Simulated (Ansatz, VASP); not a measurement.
Y2SiC in VASP and in Ansatz

```
Y Si C
1.0
     4.90802    0.00000    0.00000
     0.00000    4.90802    0.00000
     0.00000    0.00000    3.60648
Y Si C
2 1 1
Cartesian
  2.4540 0.0000 0.0000
  0.0000 2.4540 0.0000
  2.4540 2.4540 1.8032
  0.0000 0.0000 0.0000
```

Alike in both runs: functional PBE; k mesh 10 × 10 × 14; occupations gaussian, width 0.1 eV; no spin polarisation.

Ansatz relaxed the structure, and its values are those at the end. VASP's run is a single point on that final structure, the one shown.

|  | VASP | Ansatz |
| --- | --- | --- |
| version | VASP 6.6.1 | Ansatz 0.2.0 |
| potentials or method | VASP PAW PBE potentials, release 64 (Y_sv, Si, C), cutoff 520 eV | scalar-relativistic, plane waves, PAW |
| valence electrons in the cell | 30 | 30 |

Ansatz gave:

```
gap on the k mesh at the Fermi level (eV) : none
pressure (GPa)                            : 0.0
```

**Question.** Estimate VASP's values.

**Answer.** gap on the k mesh at the Fermi level (eV): none; pressure (GPa): -0.1.

A gap of «none» marks a metal or a gap that the smearing closes.
